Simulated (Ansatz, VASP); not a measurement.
## MoS: VASP beside Ansatz

INCAR

```
SYSTEM = MoS
  PREC = Accurate
  ENCUT = 520
  EDIFF = 1E-6
  ISMEAR = 0
  SIGMA = 0.1
  LREAL = .False.
  LASPH = .True.
  NELM = 150
  ALGO = Normal
  ISIF = 2
  LWAVE = .False.
  LCHARG = .False.
  ISPIN = 2
  MAGMOM = 2 0
  LORBIT = 11
  LMAXMIX = 4
  LDAU = .True.
  LDAUTYPE = 2
  LDAUL = 2 -1
  LDAUU = 4.38 0
  LDAUJ = 0 0
  LDAUPRINT = 1
  GGA = PE
  NBANDS = 21
```

Contents of KPOINTS:

```
Automatic mesh
0
Gamma
  12 12 12
  0 0 0
```

The input POSCAR:

```
MoS
1.0
    0.0000000000      2.8940243390      2.8940243390
    2.8940243390      0.0000000000      2.8940243390
    2.8940243390      2.8940243390      0.0000000000
Mo S
1 1
Direct
    0.0000000000      0.0000000000      0.0000000000
    0.2500000000      0.2500000000      0.2500000000
```

Input for Ansatz:

```yaml
crystal:
  lattice:
    - [0.0, 2.8940243401, 2.8940243401]
    - [2.8940243401, 0.0, 2.8940243401]
    - [2.8940243401, 2.8940243401, 0.0]
  atoms:
    - { symbol: Mo, position: [0.0, 0.0, 0.0], spin: 2.0 }
    - { symbol: S, position: [0.25, 0.25, 0.25] }
basis:
  ecutwfc: 420
kpoints:
  mp_grid: { grid: [12, 12, 12] }
hamiltonian:
  xc: pbe
  hubbard: { sites: [{ species: Mo, l: d, u_eff: 4.38 }] }
scf:
  occupations: { method: gaussian, width: 0.1 }
output:
  forces: true
  stress: true
  eigenvalues: true
  populations: true
magnetization:
  spin_polarized: true
```

Alike in both runs: task single point; functional PBE; k mesh 12 × 12 × 12; occupations gaussian, width 0.1 eV; collinear spin; Hubbard terms Mo d U = 4.38 eV.

|  | VASP | Ansatz |
| --- | --- | --- |
| version | VASP 6.6.1 | Ansatz 0.2.0 |
| potentials or method | VASP PAW PBE potentials, release 64 (Mo_sv, S), cutoff 520 eV | scalar-relativistic, plane waves, PAW |
| valence electrons in the cell | 20 | 20 |

```csv
,VASP,Ansatz,Ansatz less VASP
gap on the k mesh at the Fermi level (eV),none,none,-
pressure (GPa),4.8,5.8,+0.96
net moment per atom (μB),2.00,2.00,0.000
size of the moment on the site where the two differ most (μB),3.51,2.85,-0.664
```

Site moments also hang on the region over which each program counts them. The programs project onto different local orbitals, so the same U acts differently, and such runs can settle in different states. A gap of «none» marks a metal or a gap that the smearing closes. Ansatz's warnings: filled band counts differ across k points.
